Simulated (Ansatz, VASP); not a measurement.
NaI: VASP beside Ansatz

The input INCAR:

```
SYSTEM = NaI
  ALGO = Normal
  EDIFF = 1E-7
  ENCUT = 520
  GGA = CA
  ISIF = 2
  ISMEAR = 0
  LASPH = .TRUE.
  LCHARG = .TRUE.
  LELF = .TRUE.
  LREAL = .FALSE.
  LVHAR = .TRUE.
  LWAVE = .FALSE.
  NBANDS = 14
  NELM = 100
  PREC = Accurate
  SIGMA = 0.01
```

Contents of KPOINTS:

```
k-points
0
G
  6 6 6
  0 0 0
```

File POSCAR:

```
NaI
1.0
    0.0000000000      3.5431926705      3.5431926705
    3.5431926705      0.0000000000      3.5431926705
    3.5431926705      3.5431926705      0.0000000000
Na I
1 1
Direct
    0.0000000000      0.0000000000      0.0000000000
    0.2500000000      0.2500000000      0.2500000000
```

Input for Ansatz:

```yaml
crystal:
  lattice:
    - [0.0, 3.5431926705, 3.5431926705]
    - [3.5431926705, 0.0, 3.5431926705]
    - [3.5431926705, 3.5431926705, 0.0]
  atoms:
    - { symbol: Na, position: [0.0, 0.0, 0.0] }
    - { symbol: I, position: [0.25, 0.25, 0.25] }
kpoints:
  mp_grid: { grid: [6, 6, 6] }
  band_path:
    path:
      - [0.0, 0.0, 0.0]
      - [-0.5, -0.5, 0.0]
      - [-0.375, -0.375, 0.25]
      - [-0.375, 0.0, 0.375]
      - [0.0, 0.0, 0.5]
      - [-0.5, -0.25, 0.25]
    npoints: 1
hamiltonian:
  xc: lda
scf:
  occupations: { method: fixed }
  n_extra_bands: 4
output:
  forces: true
  stress: true
  eigenvalues: true
  write_density: true
  write_potential: true
  elf: true
  volumetric_format: npy
```

Alike in both runs: task single point; functional LDA; k mesh 6 × 6 × 6; no spin polarisation.

|  | VASP | Ansatz |
| --- | --- | --- |
| version | VASP 6.6.1 | Ansatz 0.2.0 |
| potentials or method | VASP PAW LDA potentials, release 64 (Na_pv, I) | plane waves, PAW |
| plane-wave cutoff (eV) | 520 | 420 |
| occupations | gaussian, width 0.01 eV | fixed |
| valence electrons in the cell | 14 | 26 |

|  | VASP | Ansatz | Ansatz less VASP |
| --- | --- | --- | --- |
| gap on the k mesh at the Fermi level (eV) | 3.50 | 3.49 | -0.009 |
| pressure (GPa) | -0.9 | -1.0 | -0.01 |

LDA's correlation is that of Perdew and Zunger in VASP and of Perdew and Wang (1992) in Ansatz. VASP's potentials hold 14 valence electrons a cell and Ansatz's 26, so a difference there can come from the potentials and not from the codes.

Spin-orbit coupling is off throughout.
